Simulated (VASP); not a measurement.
Wanted: the native input for a VASP 6.6.1 run.

| Quantity | Value |
| --- | --- |
| Task | single point |
| Functional | PBE |
| Potentials or basis | VASP PAW PBE potentials, release 64 (Ti_sv) |
| Cutoff | 520 eV |
| k mesh | 16 × 16 × 16 |
| Occupations | fermi-dirac, width 0.0612256 eV |
| Spin | no spin polarisation |
| Dipole correction | no |
| Further INCAR settings | ALGO = Normal; EDIFF = 1e-07; NBANDS = 12 |

The structure of Ti lies in POSCAR:

```
Ti
1.0
    0.0000000000      2.0836287333      2.0836287333
    2.0836287333      0.0000000000      2.0836287333
    2.0836287333      2.0836287333      0.0000000000
Ti
1
Direct
    0.0000000000      0.0000000000      0.0000000000
```

This isn't the form of Ti at room conditions, which is hcp.

The input as run:

INCAR

```
SYSTEM = Ti
  ALGO = Normal
  EDIFF = 1E-7
  ENCUT = 520
  GGA = PE
  ISIF = 2
  ISMEAR = -1
  LASPH = .True.
  LCHARG = .False.
  LREAL = .False.
  LWAVE = .False.
  NBANDS = 12
  NELM = 80
  PREC = Accurate
  SIGMA = 0.06122561905347299
```

KPOINTS

```
k-points
0
Gamma
  16 16 16
  0 0 0
```

Potentials or basis: VASP PAW PBE potentials, release 64 (Ti_sv).

The run is started by

```bash
$ cat potpaw_PBE.64/Ti_sv/POTCAR > POTCAR
$ mpirun -np 1 vasp_std > vasp.out
```

Results of the run:

The pressure is -4.1 GPa and the band gap on the k mesh is zero (bands 6 and 7 overlap by 1.22 eV).

Caveat: the cell stands under tension.

Run time: 14 s on 1 thread of Intel(R) Xeon(R) 6975P-C (Granite Rapids), with other jobs on the host, peak memory 0.15 GiB.
